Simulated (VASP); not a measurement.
Input of a VASP 6.6.1 run:

The input INCAR:

```
PREC = Accurate
ENCUT = 520
EDIFF = 1E-6
ISMEAR = -1
SIGMA = 0.05
LREAL = F
LASPH = T
NELM = 60
ALGO = Normal
ISIF = 2
LWAVE = F
LCHARG = F
NBANDS = 18
```

File KPOINTS:

```
Automatic mesh
0
Gamma
  7 7 7
```

The input POSCAR:

```
BiTe
1.0
    2.3732508797      1.3701970343      3.2495731172
   -2.3732508797      1.3701970343      3.2495731172
    0.0000000000     -2.7403940685      3.2495731172
Bi Te
1 1
Direct
    0.5000000000      0.5000000000      0.5000000000
    0.0000000000      0.0000000000      0.0000000000
```

Potentials or basis: VASP PAW LDA potentials, release 64 (Bi_d, Te).

Launch:

```bash
$ cat potpaw_LDA.64/Bi_d/POTCAR potpaw_LDA.64/Te/POTCAR > POTCAR
$ mpirun -np 1 vasp_std > vasp.out
```

(1) Predict the pressure.

## Answers

(1) -0.3 GPa.
